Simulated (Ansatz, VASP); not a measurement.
One calculation of Si, two programs

```
Si
1.0
     3.82120    0.00000    0.00000
    -1.91060    3.30925    0.00000
     0.00000    0.00000    6.27754
Si
4
Cartesian
  0.0000 2.2062 -0.0025
  1.9106 1.1031 3.1362
  0.0000 2.2062 2.3503
  1.9106 1.1031 5.4891
```

Change from the starting cell: strained cell.

Alike in both runs: task relaxation of the atoms; functional LDA; k mesh 9 × 9 × 6; occupations gaussian, width 0.02 eV; no spin polarisation.

|  | VASP | Ansatz |
| --- | --- | --- |
| version | VASP 6.6.1 | Ansatz 0.2.0 |
| potentials or method | VASP PAW LDA potentials, release 64 (Si), cutoff 520 eV | scalar-relativistic, plane waves, PAW |
| valence electrons in the cell | 16 | 16 |

```tsv
	VASP	Ansatz	Ansatz less VASP
gap on the k mesh at the Fermi level, each at its own relaxed structure (eV)	0.31	0.31	+0.003
```

Ansatz warns that its potentials were made for another functional, while VASP's fit it. LDA's correlation is that of Perdew and Zunger in VASP and of Perdew and Wang (1992) in Ansatz. Ansatz's warnings: stress scf threshold loose.
